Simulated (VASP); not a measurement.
The system is PbS (Galena).

```
CELL_PARAMETERS angstrom
0.00000 2.96575 2.96575
2.96575 0.00000 2.96575
2.96575 2.96575 0.00000
ATOMIC_POSITIONS crystal
Pb 0.00000 0.00000 0.00000
S 0.50000 0.50000 0.50000
```

Program: VASP 6.6.1. Alike in all runs: task single point; no spin polarisation; cell as given; k mesh 6 × 6 × 6; cutoff (eV) 520; smearing gaussian 0.01 eV.

Problem. Order these runs on this cell by their band gap on the k mesh, lowest first.
A. level revPBE; potentials or basis VASP PAW PBE potentials, release 64 (Pb_d, S)
B. level r2SCAN; potentials or basis VASP PAW PBE potentials, release 64 (Pb_d, S)
C. level LDA; potentials or basis VASP PAW LDA potentials, release 64 (Pb_d, S)

Solution. C (0.21 eV), A (0.43 eV), B (0.62 eV).

Caveats: spin-orbit coupling is left out, which moves the levels of the heavy elements.

A k mesh can miss the band edges.
